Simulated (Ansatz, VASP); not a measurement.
## Two plane-wave programs on SiC

File INCAR:

```
  PREC = Accurate
  ENCUT = 520
  EDIFF = 1E-7
  ISMEAR = 0
  SIGMA = 0.05
  LREAL = False
  LASPH = True
  NELM = 60
  ALGO = Normal
  ISIF = 2
  LWAVE = False
  LCHARG = False
  GGA = PE
  NBANDS = 11
```

The input KPOINTS:

```
Automatic mesh
0
Gamma
  18 18 18
```

POSCAR

```
SiC
1.0
    0.0000000000      2.1602472508      2.1602472508
    2.1602472508      0.0000000000      2.1602472508
    2.1602472508      2.1602472508      0.0000000000
Si C
1 1
Direct
    0.0000000000      0.0000000000      0.0000000000
    0.2500000000      0.2500000000      0.2500000000
```

Input for Ansatz:

```yaml
crystal:
  lattice:
    - [0.0, 2.1602472508, 2.1602472508]
    - [2.1602472508, 0.0, 2.1602472508]
    - [2.1602472508, 2.1602472508, 0.0]
  atoms:
    - { symbol: Si, position: [0.0, 0.0, 0.0] }
    - { symbol: C, position: [0.25, 0.25, 0.25] }
basis:
  ecutwfc: 420
  ecutrho_ratio: 4
kpoints:
  mp_grid: { grid: [18, 18, 18] }
hamiltonian:
  xc: pbe
scf:
  occupations: { method: gaussian, width: 0.05 }
output:
  forces: true
  stress: true
  eigenvalues: true
```

Alike in both runs: task single point; functional PBE; k mesh 18 × 18 × 18; occupations gaussian, width 0.05 eV; no spin polarisation.

|  | VASP | Ansatz |
| --- | --- | --- |
| version | VASP 6.6.1 | Ansatz 0.2.0 |
| potentials or method | VASP PAW PBE potentials, release 64 (Si, C), cutoff 520 eV | scalar-relativistic, plane waves, PAW |
| valence electrons in the cell | 8 | 8 |

```csv
,VASP,Ansatz,Ansatz less VASP
gap on the k mesh at the Fermi level (eV),1.33,1.34,+0.003
least direct gap on the mesh (eV),4.57,4.57,+0.004
pressure (GPa),9.3,9.4,+0.07
```
